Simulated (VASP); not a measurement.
A run of VASP 6.6.1 is set up as follows.

The input POSCAR:

```
Ni
1.0
    2.4578059482      0.0000000000      0.0000000000
    0.0000000000      2.4578059482      0.0000000000
    0.0000000000      0.0000000000      3.4806700991
Ni
2
Direct
    0.0000000000      0.0000000000      0.0000000000
    0.5000000000      0.5000000000      0.5000000000
```

The input INCAR.step1:

```
  PREC = Accurate
  ENCUT = 520
  ISMEAR = -1
  SIGMA = 0.1
  LREAL = False
  LASPH = True
  NELM = 150
  ISPIN = 2
  MAGMOM = -0.805 -0.805
  LMAXMIX = 4
  NBANDS = 21
  GGA = PE
  ALGO = Normal
  EDIFF = 1E-4
  LWAVE = True
  LCHARG = False
```

The input INCAR.step2:

```
  PREC = Accurate
  ENCUT = 520
  EDIFF = 1E-6
  ISMEAR = -1
  SIGMA = 0.1
  LREAL = False
  LASPH = True
  NELM = 150
  ALGO = Normal
  ISIF = 2
  LWAVE = False
  LCHARG = False
  ISPIN = 2
  MAGMOM = -0.805 -0.805
  LORBIT = 11
  LMAXMIX = 4
  METAGGA = R2SCAN
  LMIXTAU = True
  NBANDS = 21
  ISTART = 1
```

File KPOINTS:

```
Automatic mesh
0
Gamma
  7 7 5
```

Potentials or basis: VASP PAW PBE potentials, release 64 (Ni).

Launch:

```console
$ cat potpaw_PBE.64/Ni/POTCAR > POTCAR
$ cp INCAR.step1 INCAR
$ mpirun -np 1 vasp_std > vasp.out
$ cp INCAR.step2 INCAR
$ mpirun -np 1 vasp_std > vasp.out
```

(1) Predict the net moment.

(2) Estimate the pressure.

Results:

(1) -1.46 μB per cell.

(2) 0.9 GPa.

Caveat: the k points lie up to 0.37 Å⁻¹ apart; the PAW data sets were made with another functional, which shifts forces and pressure a little.
